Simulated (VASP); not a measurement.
Input of a VASP 6.6.1 run:

INCAR

```
PREC = Accurate
ENCUT = 520
EDIFF = 1E-6
ISMEAR = 0
SIGMA = 0.1
LREAL = F
LASPH = T
NELM = 80
ALGO = Normal
ISIF = 2
LWAVE = F
LCHARG = T
GGA = PE
LELF = T
LVHAR = T
NBANDS = 18
```

The input KPOINTS:

```
regular mesh
0
Gamma
  6 4 4
```

File POSCAR:

```
Al2P3
1.0
    3.3535905946      0.0000000000      0.0000000000
    0.0000000000      5.6107598797      2.4962556150
    0.0000000000     -5.6107598797      2.4962556150
Al P
2 3
Direct
    0.5000000000      0.1210829547      0.8481461368
    0.5000000000      0.8481461368      0.1210829547
    0.5000000000      0.6551902845      0.3526247866
    0.5000000000      0.3526247866      0.6551902845
    0.0000000000      0.1564604075      0.1564604075
```

Potentials or basis: VASP PAW PBE potentials, release 64 (Al, P).

Launch:

```console
$ cat potpaw_PBE.64/Al/POTCAR potpaw_PBE.64/P/POTCAR > POTCAR
$ mpirun -np 1 vasp_std > vasp.out
```

Question: Predict the largest force.

Answer: 0.014 eV/Å.

Question: What does it give for the pressure?

Answer: -0.1 GPa.

Forces on the atoms (eV/Å):
```
Al   0.000  0.013 -0.006
Al   0.000 -0.013 -0.006
P    0.000  0.000  0.004
P    0.000  0.000  0.004
P    0.000  0.000  0.006
```
